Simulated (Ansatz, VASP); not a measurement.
## ZnCu2SnS4: VASP beside Ansatz

```
Cu Zn Sn S
1.0
    -2.70662    2.70662    5.41244
     2.70662   -2.70662    5.41244
     2.70662    2.70662   -5.41244
Cu Zn Sn S
2 1 1 4
Direct
  0.00000 0.00000 0.00000
  0.75000 0.25000 0.50000
  0.25000 0.75000 0.50000
  0.50000 0.50000 0.00000
  0.10427 0.62887 0.99191
  0.37113 0.36304 0.47540
  0.63696 0.11236 0.00809
  0.88764 0.89573 0.52460
```

Alike in both runs: task single point; functional PBE; k mesh 6 × 6 × 6; no spin polarisation.

|  | VASP | Ansatz |
| --- | --- | --- |
| version | VASP 6.6.1 | Ansatz 0.2.0 |
| potentials or method | VASP PAW PBE potentials, release 64 (Cu, Zn, Sn_d, S) | plane waves, PAW |
| plane-wave cutoff (eV) | 520 | 420 |
| occupations | gaussian, width 0.01 eV | fixed |
| valence electrons in the cell | 72 | 88 |

```tsv
	VASP	Ansatz	Ansatz less VASP
gap on the k mesh at the Fermi level (eV)	0.17	0.15	-0.027
pressure (GPa)	2.3	2.3	-0.08
rms of the force components (eV/Å)	0.011	0.025	+0.0145
```

Atom by atom the forces differ by 0.016 eV/Å (rms over components). VASP's potentials hold 72 valence electrons a cell and Ansatz's 88, so a difference there can come from the potentials and not from the codes.
